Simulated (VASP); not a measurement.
A run of VASP 6.6.1 is set up as follows.

The input POSCAR:

```
Ge5CN8
1.0
    7.8668850604      0.0000000000      0.0683710353
    0.0000000000      3.0227091958      0.0000000000
   -3.8745874299      0.0000000000      6.5987670108
Ge C N
5 1 8
Direct
    0.5838905574      0.5000000000      0.8332086093
    0.8278334386      0.0000000000      0.2416922924
    0.7950577153      0.0000000000      0.6203736094
    0.2271399231      0.5000000000      0.4033122828
    0.3992390401      0.0000000000      0.1500699200
    0.1988532222      0.5000000000      0.7704766730
    0.3139377238      0.5000000000      0.6768797068
    0.6629280971      0.0000000000      0.3406864632
    0.7203799426      0.5000000000      0.6991405098
    0.6385744454      0.0000000000      0.9772157924
    0.0599665147      0.0000000000      0.6911711837
    0.9646389821      0.5000000000      0.2764530931
    0.3069871123      0.0000000000      0.3319673107
    0.3005732854      0.5000000000     -0.0126474467
```

Contents of INCAR.step1:

```
ALGO = Normal
EDIFF = 1E-4
ENCUT = 520
GGA = PE
ISMEAR = 0
LASPH = T
LCHARG = F
LREAL = F
LWAVE = T
NBANDS = 70
NELM = 60
PREC = Accurate
SIGMA = 0.01
```

Contents of INCAR.step2:

```
ALGO = Normal
EDIFF = 1E-6
ENCUT = 520
ISIF = 2
ISMEAR = 0
ISTART = 1
LASPH = T
LCHARG = F
LMIXTAU = T
LREAL = F
LWAVE = F
METAGGA = R2SCAN
NBANDS = 70
NELM = 60
PREC = Accurate
SIGMA = 0.01
```

File KPOINTS:

```
k-points
0
Gamma
  4 8 4
```

Potentials or basis: VASP PAW PBE potentials, release 64 (Ge_d, C, N).

Launch:

```console
$ cat potpaw_PBE.64/Ge_d/POTCAR potpaw_PBE.64/C/POTCAR potpaw_PBE.64/N/POTCAR > POTCAR
$ cp INCAR.step1 INCAR
$ mpirun -np 1 vasp_std > vasp.out
$ cp INCAR.step2 INCAR
$ mpirun -np 1 vasp_std > vasp.out
```

Q: Predict the band gap on the k mesh.

A: 1.50 eV (least direct gap 1.65 eV).

Q: What does it give for the pressure?

A: 0.6 GPa.

Q: What does it give for the largest force?

A: 0.082 eV/Å.

Forces on the atoms (eV/Å):
```
Ge   0.000  0.000  0.000
Ge  -0.002  0.000  0.010
Ge   0.013  0.000  0.007
Ge   0.007  0.000 -0.003
Ge   0.005  0.000  0.002
C   -0.074  0.000 -0.035
N    0.037  0.000 -0.025
N   -0.014  0.000  0.007
N   -0.005  0.000  0.006
N   -0.017  0.000  0.007
N    0.031  0.000  0.009
N    0.015  0.000 -0.006
N    0.016  0.000  0.001
N   -0.011  0.000  0.022
```

Caveat: the PAW data sets were made with another functional, which shifts forces and pressure a little. A k mesh can miss the band edges.
